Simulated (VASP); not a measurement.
# BiTe3 in VASP: further runs

The runs below take BiTe3 through single point, with PBE.

Program: VASP 6.6.1. These are calculated values, not measurements. Logs are shortened: lines on timing, memory, paths and dates and some standing lists are left out, and cuts for length are marked.

## 1. The cell of the first run

The structure is cubic, space group Pm-3m (No. 221). Conventional cell: a = 6.236 Å, b = 6.236 Å, c = 6.236 Å, α = 90.00°, β = 90.00°, γ = 90.00°. Bi (site symmetry m-3m) has 6 Te at 3.12 Å within 4.1 Å. Te (site symmetry 4/mmm) has 2 Bi at 3.12 Å within 4.1 Å.

## 2. Single point, PBE (60.63 Å³/atom)

The input, INCAR:

```
SYSTEM = BiTe3
PREC = Accurate
ENCUT = 520
EDIFF = 1E-7
ISMEAR = 0
SIGMA = 0.05
LREAL = .False.
LASPH = .True.
NELM = 100
ALGO = Normal
ISIF = 2
LWAVE = .False.
LCHARG = .False.
GGA = PE
NBANDS = 24
```

The input, KPOINTS:

```
Automatic mesh
0
Gamma
  6 6 6
  0 0 0
```

The input, POSCAR:

```
BiTe3
1.0
    6.2362875696      0.0000000000      0.0000000000
    0.0000000000      6.2362875696      0.0000000000
    0.0000000000      0.0000000000      6.2362875696
Bi Te
1 3
Direct
    0.0000000000      0.0000000000      0.0000000000
    0.5000000000      0.0000000000      0.0000000000
    0.0000000000      0.0000000000      0.5000000000
    0.0000000000      0.5000000000      0.0000000000
```

Potentials or basis: VASP PAW PBE potentials, release 64 (Bi_d, Te).

Started as:

```bash
cat potpaw_PBE.64/Bi_d/POTCAR potpaw_PBE.64/Te/POTCAR > POTCAR
mpirun -np 1 vasp_std > vasp.out
```

OUTCAR:

```text
SYSTEM = BiTe3
   PREC = Accurate
   ENCUT = 520
   EDIFF = 1E-7
   ISMEAR = 0
   LREAL = .False.
   LASPH = .True.
   NELM = 100
   ISIF = 2
   GGA = PE

 ion  position               nearest neighbor table
   1  0.000  0.000  0.000-   2 3.12   3 3.12   4 3.12   3 3.12   4 3.12   2 3.12
   2  0.500  0.000  0.000-   1 3.12   1 3.12
   3  0.000  0.000  0.500-   1 3.12   1 3.12
   4  0.000  0.500  0.000-   1 3.12   1 3.12

  LATTYP: Found a simple cubic cell.
 ALAT       =     6.2362875696

  Lattice vectors:

 A1 = (   6.2362875696,   0.0000000000,   0.0000000000)
 A2 = (   0.0000000000,   6.2362875696,   0.0000000000)
 A3 = (   0.0000000000,   0.0000000000,   6.2362875696)

Analysis of symmetry for initial positions (statically):
=====================================================================
 Subroutine PRICEL returns:
 Original cell was already a primitive cell.

 Routine SETGRP: Setting up the symmetry group for a
 simple cubic supercell.

 Subroutine GETGRP returns: Found 48 space group operations
 (whereof 48 operations were pure point group operations)
 out of a pool of 48 trial point group operations.

The static configuration has the point symmetry O_h .

Analysis of symmetry for dynamics (positions and initial velocities):
=====================================================================
 Subroutine PRICEL returns:
 Original cell was already a primitive cell.

 Routine SETGRP: Setting up the symmetry group for a
 simple cubic supercell.

 Subroutine GETGRP returns: Found 48 space group operations
 (whereof 48 operations were pure point group operations)
 out of a pool of 48 trial point group operations.

The dynamic configuration has the point symmetry O_h .

 Subroutine INISYM returns: Found 48 space group operations
 (whereof 48 operations are pure point group operations),
 and found     1 'primitive' translations

----------------------------------------------------------------------------------------

                                     Primitive cell

  volume of cell :     242.5372

  direct lattice vectors                    reciprocal lattice vectors
     6.236287570  0.000000000  0.000000000     0.160351810  0.000000000  0.000000000
     0.000000000  6.236287570  0.000000000     0.000000000  0.160351810  0.000000000
     0.000000000  0.000000000  6.236287570     0.000000000  0.000000000  0.160351810

  length of vectors
     6.236287570  6.236287570  6.236287570     0.160351810  0.160351810  0.160351810

  position of ions in fractional coordinates (direct lattice)
     0.000000000  0.000000000  0.000000000
     0.500000000  0.000000000  0.000000000
     0.000000000  0.000000000  0.500000000
     0.000000000  0.500000000  0.000000000

  ion indices of the primitive-cell ions
   primitive index   ion index
                 1           1
                 2           2
                 3           3
                 4           4

----------------------------------------------------------------------------------------

 KPOINTS: Automatic mesh

Automatic generation of k-mesh.
 Grid dimensions read from file:
 generate k-points for:    6    6    6

 Generating k-lattice:

  Cartesian coordinates                     Fractional coordinates (reciprocal lattice)
     0.026725302  0.000000000  0.000000000     0.166666667  0.000000000  0.000000000
     0.000000000  0.026725302  0.000000000     0.000000000  0.166666667  0.000000000
     0.000000000  0.000000000  0.026725302     0.000000000  0.000000000  0.166666667

  Length of vectors
     0.026725302  0.026725302  0.026725302

  Shift w.r.t. Gamma in fractional coordinates (k-lattice)
     0.000000000  0.000000000  0.000000000

 Subroutine IBZKPT returns following result:
 ===========================================

 Found     20 irreducible k-points:

 Following reciprocal coordinates:
            Coordinates               Weight
  0.000000  0.000000  0.000000      1.000000
  0.166667  0.000000  0.000000      6.000000
  0.333333  0.000000  0.000000      6.000000
  0.500000  0.000000  0.000000      3.000000
  0.166667  0.166667  0.000000     12.000000
  0.333333  0.166667  0.000000     24.000000
[... 12 lines left out ...]
  0.500000  0.500000  0.333333      6.000000
  0.500000  0.500000  0.500000      1.000000
   k-points           NKPTS =     20   k-points in BZ     NKDIM =     20   number of bands    NBANDS=     24
   number of dos      NEDOS =    301   number of ions     NIONS =      4
   total plane-waves  NPLWV = 110592
   dimension x,y,z NGX =    48 NGY =   48 NGZ =   48
   dimension x,y,z NGXF=    96 NGYF=   96 NGZF=   96
   ions per type =               1   3
   NGX,Y,Z   is equivalent  to a cutoff of  12.80, 12.80, 12.80 a.u.
   NGXF,Y,Z  is equivalent  to a cutoff of  25.59, 25.59, 25.59 a.u.
 SYSTEM =  BiTe3
   PREC   = accura    normal or accurate (medium, high low for compatibility)
   ISTART =      0    job   : 0-new  1-cont  2-samecut
   ICHARG =      2    charge: 1-file 2-atom 10-const
   ISPIN  =      1    spin polarized calculation?
   LNONCOLLINEAR =      F non collinear calculations
   LSORBIT =      F    spin-orbit coupling
   LASPH  =      T    aspherical Exc in radial PAW
   ENCUT  =  520.0 eV  38.22 Ry    6.18 a.u.  11.60 11.60 11.60*2*pi/ulx,y,z
   NELM   =    100;   NELMIN=  2; NELMDL= -5     # of ELM steps
   EDIFF  = 0.1E-06   stopping-criterion for ELM
   LREAL  =      F    real-space projection
   EDIFFG = 0.1E-05   stopping-criterion for IOM
   NSW    =      0    number of steps for IOM
   IBRION =     -1    ionic relax: 0-MD 1-quasi-New 2-CG
   NFREE  =      0    steps in history (QN), initial steepest desc. (CG)
   ISIF   =      2    stress and relaxation
   ISYM   =      2    0-nonsym 1-usesym 2-fastsym
   POTIM  = 0.5000    time-step for ionic-motion
   TEBEG  =    0.0;   TEEND  =   0.0 temperature during run
   PSTRESS=    0.0 pullay stress
   NELECT =      33.0000    total number of electrons
   NUPDOWN=      -1.0000    fix difference up-down
   EMIN   =  10.00;   EMAX   =-10.00  energy-range for DOS
   EFERMI =   0.00;   METHOD = LEGACY
   ISMEAR =     0;   SIGMA  =   0.05  broadening in eV -4-tet -1-fermi 0-gaus
   EFERMI_NEDOS =   21; number of points for ismear=-14 and -15
   IALGO  =     38    algorithm
   IMIX   =      4    mixing-type and parameters
     AMIX     =   0.40;   BMIX     =  1.00
     AMIX_MAG =   1.60;   BMIX_MAG =  1.00
  volume/ion in A,a.u.               =      60.63       409.18
  Fermi-wavevector in a.u.,A,eV,Ry     =   0.842015  1.591178  9.646393  0.708990
  Thomas-Fermi vector in A             =   1.956653
   LORBIT       =      0    0 simple, 1 ext, 2 COOP (PROOUT), +10 PAW based schemes
   GGA     = PE    functional components
   LHFCALC =     F    Hartree Fock is set to
   AEXX    =    0.0000 exact exchange contribution
   IVDW    =     0    specifies the selected vdW correction
   LEPSILON=     F    determine dielectric tensor
   LRPA    =     F    only Hartree local field effects (RPA)
 non-spin polarized calculation
 Gauss-broadening in eV      SIGMA  =   0.05
  energy-cutoff  :      520.00
  volume of cell :      242.54
 maximum number of plane-waves:      6619
 NGX is ok and might be reduce to    48
   NGX = 23   NGY = 23   NGZ = 23

 number of electron      32.9999985 magnetization

 Free energy of the ion-electron system (eV)
  ---------------------------------------------------
  ext. energy  EPLUGINS =         0.00000000
  ---------------------------------------------------
  free energy    TOTEN  =       -10.57902973 eV

  energy without entropy =      -10.55700765  energy(sigma->0) =      -10.56801869

 E-fermi :   0.3350     XC(G=0):  -6.4838

 val. band max:        0.3235965242   @ k =   0.5000   0.1667   0.1667
 cond. band min:       0.3476818921   @ k =   0.3333   0.1667   0.1667
 fundamental gap:      0.0240853679
 Fermi energy:         0.3350220574

 k-point     1 :       0.0000    0.0000    0.0000
  band No.  band energies     occupation
      1     -22.4909      2.00000
      2     -22.4909      2.00000
      3     -22.4659      2.00000
      4     -22.4659      2.00000
      5     -22.4659      2.00000
      6     -11.4938      2.00000
[... 16 lines left out ...]
     23       5.6883      0.00000
     24       5.6883      0.00000

 k-point     2 :       0.1667    0.0000    0.0000
  band No.  band energies     occupation
      1     -22.4908      2.00000
      2     -22.4907      2.00000
      3     -22.4659      2.00000
      4     -22.4659      2.00000
      5     -22.4659      2.00000
      6     -11.4434      2.00000
[... 16 lines left out ...]
     23       5.6996      0.00000
     24       6.1186      0.00000

 k-point     3 :       0.3333    0.0000    0.0000
  band No.  band energies     occupation
      1     -22.4908      2.00000
      2     -22.4905      2.00000
      3     -22.4660      2.00000
      4     -22.4660      2.00000
      5     -22.4658      2.00000
      6     -11.3275      2.00000
[... 16 lines left out ...]
     23       5.7925      0.00000
     24       6.5794      0.00000

 k-point     4 :       0.5000    0.0000    0.0000
  band No.  band energies     occupation
      1     -22.4908      2.00000
      2     -22.4904      2.00000
      3     -22.4660      2.00000
      4     -22.4660      2.00000
      5     -22.4659      2.00000
      6     -11.2590      2.00000
[... 16 lines left out ...]
     23       5.8987      0.00000
     24       6.4956      0.00000

 k-point     5 :       0.1667    0.1667    0.0000
  band No.  band energies     occupation
      1     -22.4908      2.00000
      2     -22.4907      2.00000
      3     -22.4659      2.00000
      4     -22.4659      2.00000
      5     -22.4659      2.00000
      6     -11.3912      2.00000
[... 343 lines left out ...]
 k-point    18 :       0.5000    0.3333    0.3333
  band No.  band energies     occupation
      1     -22.4903      2.00000
      2     -22.4902      2.00000
      3     -22.4662      2.00000
      4     -22.4662      2.00000
      5     -22.4661      2.00000
      6     -10.7960      2.00000
[... 16 lines left out ...]
     23       6.9310      0.00000
     24       7.0898      0.00000

 k-point    19 :       0.5000    0.5000    0.3333
  band No.  band energies     occupation
      1     -22.4903      2.00000
      2     -22.4902      2.00000
      3     -22.4662      2.00000
      4     -22.4662      2.00000
      5     -22.4662      2.00000
      6     -10.6676      2.00000
[... 16 lines left out ...]
     23       7.2761      0.00000
     24       7.2761      0.00000

 k-point    20 :       0.5000    0.5000    0.5000
  band No.  band energies     occupation
      1     -22.4901      2.00000
      2     -22.4901      2.00000
      3     -22.4662      2.00000
      4     -22.4662      2.00000
      5     -22.4662      2.00000
      6     -10.5030      2.00000
[... 16 lines left out ...]
     23       7.4913      0.00000
     24       7.4913      0.00000

------------------------ aborting loop because EDIFF is reached ----------------------------------------

  FORCE on cell =-STRESS in cart. coord.  units (eV):
  Direction    XX          YY          ZZ          XY          YZ          ZX
  --------------------------------------------------------------------------------------
  -------------------------------------------------------------------------------------
  Total       -2.4131163     -2.4131163     -2.4131163      0.0000000      0.0000000     -0.0000000
  in kB      -15.9408118    -15.9408118    -15.9408118      0.0000000      0.0000000     -0.0000000
  external PRESSURE =     -15.9408118 kB  Pullay stress =       0.0000000 kB

 VOLUME and BASIS-vectors are now :
 -----------------------------------------------------------------------------
  energy-cutoff  :      520.00
  volume of cell :      242.54
      direct lattice vectors                 reciprocal lattice vectors
     6.236287570  0.000000000  0.000000000     0.160351810  0.000000000  0.000000000
     0.000000000  6.236287570  0.000000000     0.000000000  0.160351810  0.000000000
     0.000000000  0.000000000  6.236287570     0.000000000  0.000000000  0.160351810

 POSITION                                       TOTAL-FORCE (eV/Angst)
 -----------------------------------------------------------------------------------
      0.00000      0.00000      0.00000         0.000000      0.000000      0.000000
      3.11814      0.00000      0.00000         0.000000      0.000000      0.000000
      0.00000      0.00000      3.11814         0.000000      0.000000      0.000000
      0.00000      3.11814      0.00000         0.000000      0.000000      0.000000
 -----------------------------------------------------------------------------------
    total drift:                                0.000000     -0.000000      0.000000

  FREE ENERGIE OF THE ION-ELECTRON SYSTEM (eV)
  ---------------------------------------------------
  free  energy   TOTEN  =       -10.5790297252 eV

  energy  without entropy=      -10.5570076529  energy(sigma->0) =      -10.56801869
```

Wall time 2.3 min (1 thread of Intel Xeon 8259CL, shared host); peak memory 0.38 GiB.

What came out:

```yaml
Free_energy: -10.5790 eV
Pressure: -1.6 GPa
Band_gap_on_the_k_mesh: zero (an odd number of electrons rules out a gap without spin polarisation)
```

Caveat: spin-orbit coupling is left out, which moves the levels of the heavy elements.

(Continued in part 2 of 2.)

The gap in the log of VASP goes by the Fermi energy; the results here count the filled bands.